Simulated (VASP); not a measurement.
A run of VASP 6.6.1 is set up as follows.

INCAR

```
ALGO = Normal
EDIFF = 1E-7
EDIFFG = -0.01
ENCUT = 600
GGA = RP
IBRION = 2
ISIF = 3
ISMEAR = -1
IVDW = 12
LASPH = True
LCHARG = False
LREAL = False
LWAVE = False
NELM = 60
NSW = 60
PREC = Accurate
SIGMA = 0.05
```

The input KPOINTS:

```
k-points
0
Gamma
  10 10 5
```

File POSCAR:

```
SiC
1.0
    3.0760000000      0.0000000000      0.0000000000
   -1.5380000000      2.6638941420      0.0000000000
    0.0000000000      0.0000000000      5.0480000000
Si C
2 2
Direct
    0.6666666667      0.3333333333      0.5000000000
    0.3333333333      0.6666666667      0.0000000000
    0.6666666667      0.3333333333      0.8850000000
    0.3333333333      0.6666666667      0.3850000000
```

Potentials or basis: VASP PAW PBE potentials, release 64 (Si, C).

The run is started by

```bash
$ cat potpaw_PBE.64/Si/POTCAR potpaw_PBE.64/C/POTCAR > POTCAR
$ mpirun -np 1 vasp_std > vasp.out
```

(1) Predict the relaxed cell.

(2) What does it give for the band gap on the k mesh?

(3) Predict the relaxed volume.

(4) Estimate the dispersion energy per atom.

Answers

(1) a = 3.002 Å, b = 3.002 Å, c = 4.918 Å, α = 90.00°, β = 90.00°, γ = 120.00°.

(2) 2.36 eV, indirect (least direct gap 4.13 eV).

(3) 9.59 Å³/atom.

(4) -1.247 eV.

Caveat: the PAW data sets were made with another functional, which shifts forces and pressure a little.
